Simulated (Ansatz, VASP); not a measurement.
**Fe in VASP and in Ansatz**

```
CELL_PARAMETERS angstrom
0.00000 1.92871 1.95192
1.48838 0.00000 1.95192
1.48838 1.92871 0.00000
ATOMIC_POSITIONS crystal
Fe 0.00000 0.00000 0.00000
```

Change from the starting cell: volume scaled by 0.98.

Alike in both runs: task single point; functional PBE; k mesh 16 × 16 × 16; occupations fermi-dirac, width 0.05 eV; collinear spin.

|  | VASP | Ansatz |
| --- | --- | --- |
| version | VASP 6.6.1 | Ansatz 0.2.0 |
| potentials or method | VASP PAW PBE potentials, release 64 (Fe), cutoff 520 eV | all-electron LAPW, scalar-relativistic |

|  | VASP | Ansatz | Ansatz less VASP |
| --- | --- | --- | --- |
| pressure (GPa) | 3.1 | 3.2 | +0.11 |
| traceless stress, the component that is largest in VASP (GPa) | -5.84 | -5.99 | -0.152 |
| net moment per atom (μB) | 2.19 | 2.16 | -0.030 |
| size of the moment on the site where the two differ most (μB) | 2.18 | 2.21 | +0.029 |

Site moments also hang on the region over which each program counts them. Ansatz ran all-electron here, and VASP with PAW potentials.
